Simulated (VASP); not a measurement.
# Si (P-1) in VASP: further runs, part 2 of 2

VASP 6.6.1.

### 3 Single point, r2SCAN

This run uses another cell than the first one, of 14.24 Å³/atom.

POSCAR

```
Si
1.0
   -1.6175949866      1.6216482086      1.3471672078
    1.6141707128     -1.6189127829      1.3395699124
    1.6373719148      1.6386897111     -1.3437928506
Si
1
Direct
    0.0000000000      0.0000000000      0.0000000000
```

INCAR.step1

```
  ALGO = Normal
  EDIFF = 1E-5
  ENCUT = 550
  GGA = PE
  GGA_COMPAT = F
  ISMEAR = 0
  LASPH = T
  LCHARG = F
  LREAL = F
  LWAVE = T
  NBANDS = 8
  NELM = 120
  PREC = Accurate
  SIGMA = 0.15
```

INCAR.step2

```
  ALGO = Normal
  EDIFF = 1E-6
  ENCUT = 550
  GGA_COMPAT = F
  ISIF = 2
  ISMEAR = 0
  ISTART = 1
  LASPH = T
  LCHARG = T
  LELF = T
  LMIXTAU = T
  LREAL = F
  LVHAR = T
  LWAVE = F
  METAGGA = R2SCAN
  NBANDS = 8
  NELM = 120
  PREC = Accurate
  SIGMA = 0.15
```

KPOINTS

```
k-points
0
Gamma
  9 9 8
```

Potentials or basis: VASP PAW PBE potentials, release 64 (Si).

The run is started by

```bash
cat potpaw_PBE.64/Si/POTCAR > POTCAR
cp INCAR.step1 INCAR
mpirun -np 1 vasp_std > vasp.out
cp INCAR.step2 INCAR
mpirun -np 1 vasp_std > vasp.out
```

OUTCAR:

```text
EDIFF = 1E-6
   ENCUT = 550
   ISIF = 2
   ISMEAR = 0
   ISTART = 1
   LASPH = T
   LREAL = F
   METAGGA = R2SCAN
   NELM = 120
   PREC = Accurate

 ion  position               nearest neighbor table
   1  0.000  0.000  0.000-

  LATTYP: Found a triclinic cell.
 ALAT       =     2.6572948536
 B/A-ratio  =     1.2269619397
 C/A-ratio  =     1.0110811343
 COS(alpha) =     0.0020453209
 COS(beta)  =     0.5083658990
 COS(gamma) =     0.6070834601

  Lattice vectors:

 A1 = (   1.6175949866,  -1.6216482086,  -1.3471672078)
 A2 = (  -0.0197769282,  -3.2603379197,  -0.0033743572)
 A3 = (   0.0034242738,  -0.0027354257,  -2.6867371202)

Analysis of symmetry for initial positions (statically):
=====================================================================
 Subroutine PRICEL returns:
 Original cell was already a primitive cell.

 Routine SETGRP: Setting up the symmetry group for a
 triclinic supercell.

 Subroutine GETGRP returns: Found  2 space group operations
 (whereof  2 operations were pure point group operations)
 out of a pool of  2 trial point group operations.

The static configuration has the point symmetry S_2 .

Analysis of symmetry for dynamics (positions and initial velocities):
=====================================================================
 Subroutine PRICEL returns:
 Original cell was already a primitive cell.

 Routine SETGRP: Setting up the symmetry group for a
 triclinic supercell.

 Subroutine GETGRP returns: Found  2 space group operations
 (whereof  2 operations were pure point group operations)
 out of a pool of  2 trial point group operations.

The dynamic configuration has the point symmetry S_2 .

 Subroutine INISYM returns: Found  2 space group operations
 (whereof  2 operations are pure point group operations),
 and found     1 'primitive' translations
[... 105 lines left out ...]
   NUPDOWN=      -1.0000    fix difference up-down
   EMIN   =  10.00;   EMAX   =-10.00  energy-range for DOS
   EFERMI =   0.00;   METHOD = LEGACY
   ISMEAR =     0;   SIGMA  =   0.15  broadening in eV -4-tet -1-fermi 0-gaus
   EFERMI_NEDOS =   21; number of points for ismear=-14 and -15
   IALGO  =     38    algorithm
   IMIX   =      4    mixing-type and parameters
     AMIX     =   0.40;   BMIX     =  1.00
     AMIX_MAG =   1.60;   BMIX_MAG =  1.00
  volume/ion in A,a.u.               =      14.24        96.10
  Fermi-wavevector in a.u.,A,eV,Ry     =   1.072140  2.026051 15.639680  1.149484
  Thomas-Fermi vector in A             =   2.207901
   LORBIT       =      0    0 simple, 1 ext, 2 COOP (PROOUT), +10 PAW based schemes
   METAGGA = R2SCAN    functional components
   LHFCALC =     F    Hartree Fock is set to
   AEXX    =    0.0000 exact exchange contribution
   IVDW    =     0    specifies the selected vdW correction
   LEPSILON=     F    determine dielectric tensor
   LRPA    =     F    only Hartree local field effects (RPA)
 non-spin polarized calculation
 Gauss-broadening in eV      SIGMA  =   0.15
  energy-cutoff  :      550.00
  volume of cell :       14.24
 maximum number of plane-waves:       425
   NGX = 11   NGY = 11   NGZ = 11

 number of electron       4.0000000 magnetization

 Free energy of the ion-electron system (eV)
  ---------------------------------------------------
  ext. energy  EPLUGINS =         0.00000000
  ---------------------------------------------------
  free energy    TOTEN  =        -8.09865198 eV

  energy without entropy =       -8.09279910  energy(sigma->0) =       -8.09572554

 E-fermi :  10.2587     XC(G=0): -12.0180

 val. band max:       10.2527155894   @ k =  -0.4444   0.1111   0.2500
 cond. band min:      10.2636752107   @ k =  -0.4444   0.4444   0.5000
 fundamental gap:      0.0109596214
 Fermi energy:        10.2587238374

 k-point     1 :       0.0000    0.0000    0.0000
  band No.  band energies     occupation
      1      -5.1070      2.00000
      2      20.6484      0.00000
      3      20.9536      0.00000
      4      21.5442      0.00000
      5      24.4695      0.00000
      6      24.8493      0.00000
      7      26.0100      0.00000
      8      26.2442      0.00000
[... 243 lines left out ...]
 k-point    24 :       0.0000    0.3333   -0.0000
  band No.  band energies     occupation
      1      -1.1300      2.00000
      2      10.3797      0.25400
      3      15.7468      0.00000
      4      17.9071      0.00000
      5      18.4379      0.00000
      6      21.4907      0.00000
      7      29.0732      0.00000
      8      33.2560      0.00000

 [... further k-points ...]
[... 5 lines left out ...]
  --------------------------------------------------------------------------------------
  -------------------------------------------------------------------------------------
  Total       -0.1952284     -0.1757425     -0.1181345     -0.3441784      0.1047277      0.0986249
  in kB      -21.9646069    -19.7723026    -13.2909858    -38.7225680     11.7826286     11.0960197
  external PRESSURE =     -18.3426318 kB  Pullay stress =       0.0000000 kB

 VOLUME and BASIS-vectors are now :
 -----------------------------------------------------------------------------
  energy-cutoff  :      550.00
  volume of cell :       14.24
      direct lattice vectors                 reciprocal lattice vectors
    -1.617594987  1.621648209  1.347167208    -0.001380274  0.306340155  0.371885026
     1.614170713 -1.618912783  1.339569912     0.308043946 -0.002254192  0.372593577
     1.637371915  1.638689711 -1.343792851     0.305692162  0.304862289  0.000079221

 POSITION                                       TOTAL-FORCE (eV/Angst)
 -----------------------------------------------------------------------------------
      0.00000      0.00000      0.00000         0.000000      0.000000     -0.000000
 -----------------------------------------------------------------------------------
    total drift:                                0.000000     -0.000000     -0.000000

  FREE ENERGIE OF THE ION-ELECTRON SYSTEM (eV)
  ---------------------------------------------------
  free  energy   TOTEN  =        -8.0986519794 eV

  energy  without entropy=       -8.0927990989  energy(sigma->0) =       -8.09572554
```

OUTCAR.step1:

```text
EDIFF = 1E-5
   ENCUT = 550
   GGA = PE
   ISMEAR = 0
   LASPH = T
[... 484 lines left out ...]

 POSITION                                       TOTAL-FORCE (eV/Angst)
 -----------------------------------------------------------------------------------
      0.00000      0.00000      0.00000         0.000000      0.000000      0.000000
 -----------------------------------------------------------------------------------
    total drift:                                0.000000      0.000000     -0.000000

  FREE ENERGIE OF THE ION-ELECTRON SYSTEM (eV)
  ---------------------------------------------------
  free  energy   TOTEN  =        -4.9496822228 eV

  energy  without entropy=       -4.9437393356  energy(sigma->0) =       -4.94671078
```

OSZICAR.step1:

```text
N       E                     dE             d eps       ncg     rms          rms(c)
DAV:   1    -0.230731798323E+01   -0.23073E+01   -0.18417E+03  5584   0.400E+02
DAV:   2    -0.495255825189E+01   -0.26452E+01   -0.25201E+01  7776   0.312E+01
DAV:   3    -0.496749152413E+01   -0.14933E-01   -0.14901E-01  5984   0.247E+00
DAV:   4    -0.496750578978E+01   -0.14266E-04   -0.14265E-04  8424   0.820E-02
DAV:   5    -0.496750579199E+01   -0.22144E-08   -0.32511E-08  6008   0.684E-04    0.279E+00
DAV:   6    -0.495622395986E+01    0.11282E-01   -0.35983E-03  6032   0.266E-01    0.155E+00
DAV:   7    -0.494970208813E+01    0.65219E-02   -0.73671E-03  6088   0.380E-01    0.141E-01
DAV:   8    -0.494968177327E+01    0.20315E-04   -0.32296E-05  8024   0.447E-02    0.107E-02
DAV:   9    -0.494968222279E+01   -0.44953E-06   -0.44755E-07  4312   0.393E-03
   1 F= -.49496822E+01 E0= -.49467108E+01  d E =-.594289E-02
```

Run time: 46 s. Hardware: 1 thread of Intel Xeon 6975P-C (Granite Rapids), shared host; peak memory 0.14 GiB.

Results:

| Property | Result |
| --- | --- |
| Free energy | -8.0987 eV |
| Pressure | -1.8 GPa |
| Band gap on the k mesh | zero (bands 2 and 3 overlap by 14.00 eV) |

Stress tensor (GPa, compression positive):
```
-2.20 -3.87  1.11
-3.87 -1.98  1.18
 1.11  1.18 -1.33
```

Caveat: the PAW data sets were made with another functional, which shifts forces and pressure a little.

### 4 Single point, r2SCAN

This run uses another cell than the first one, of 14.38 Å³/atom.

POSCAR

```
Si
1.0
   -1.6229960116      1.6270627670      1.3516652953
    1.6195603045     -1.6243182080      1.3440426331
    1.6428389734      1.6441611698     -1.3482796714
Si
1
Direct
    0.0000000000      0.0000000000      0.0000000000
```

INCAR.step1

```
PREC = Accurate
ENCUT = 550
ISMEAR = 0
SIGMA = 0.15
LREAL = F
LASPH = T
NELM = 120
NBANDS = 8
GGA = PE
ALGO = Normal
EDIFF = 1E-5
LWAVE = T
LCHARG = F
GGA_COMPAT = F
```

INCAR.step2

```
PREC = Accurate
ENCUT = 550
EDIFF = 1E-6
ISMEAR = 0
SIGMA = 0.15
LREAL = F
LASPH = T
NELM = 120
ALGO = Normal
ISIF = 2
LWAVE = F
LCHARG = T
METAGGA = R2SCAN
LMIXTAU = T
LELF = T
LVHAR = T
NBANDS = 8
ISTART = 1
GGA_COMPAT = F
```

KPOINTS

```
regular mesh
0
Gamma
  9 9 8
```

The run is started by

```bash
cat potpaw_PBE.64/Si/POTCAR > POTCAR
cp INCAR.step1 INCAR
mpirun -np 1 vasp_std > vasp.out
cp INCAR.step2 INCAR
mpirun -np 1 vasp_std > vasp.out
```

It took 48 s on 1 thread of Intel Xeon 6975P-C (Granite Rapids), shared host; peak memory 0.15 GiB.

The run converged. Its results:

| Property | Result |
| --- | --- |
| Free energy | -8.0966 eV |
| Pressure | -2.7 GPa |
| Band gap on the k mesh | zero (bands 2 and 3 overlap by 13.97 eV) |

Stress tensor (GPa, compression positive):
```
-3.00 -3.75  1.18
-3.75 -2.79  1.27
 1.18  1.27 -2.24
```

Levels at points of the mesh, in eV from the Fermi level:
```
           k point  band 1  band 2  band 3  band 4  band 5  band 6
(0.00, 0.00, 0.00)  -15.26   10.37   10.59   11.17   14.17   14.43
(0.00, 0.00, 0.50)   -8.82   -7.61    9.36   11.80   12.28   12.53
```

Caveat: the PAW data sets were made with another functional, which shifts forces and pressure a little.

### 5 Summary

| cell | gap on the mesh (eV) | pressure (GPa) |
| --- | --- | --- |
| a = 2.662, b = 2.654, c = 2.683 Å, angles 104.8, 104.7, 119.2°, 1 atom | none | -2.3 |
| a = 2.657, b = 2.650, c = 2.678 Å, angles 104.8, 104.7, 119.2°, 1 atom | none | -1.8 |
| a = 2.666, b = 2.659, c = 2.687 Å, angles 104.8, 104.7, 119.2°, 1 atom | none | -2.7 |

Alike in all rows: task single point; level r2SCAN; potentials or basis VASP PAW PBE potentials, release 64 (Si); no spin polarisation; k mesh 9 × 9 × 8; cutoff (eV) 550; smearing gaussian 0.15 eV.

Caveats: the PAW data sets were made with another functional, which shifts forces and pressure a little.

Total energies depend on the potentials used, so only differences within one code and one set of settings carry meaning.
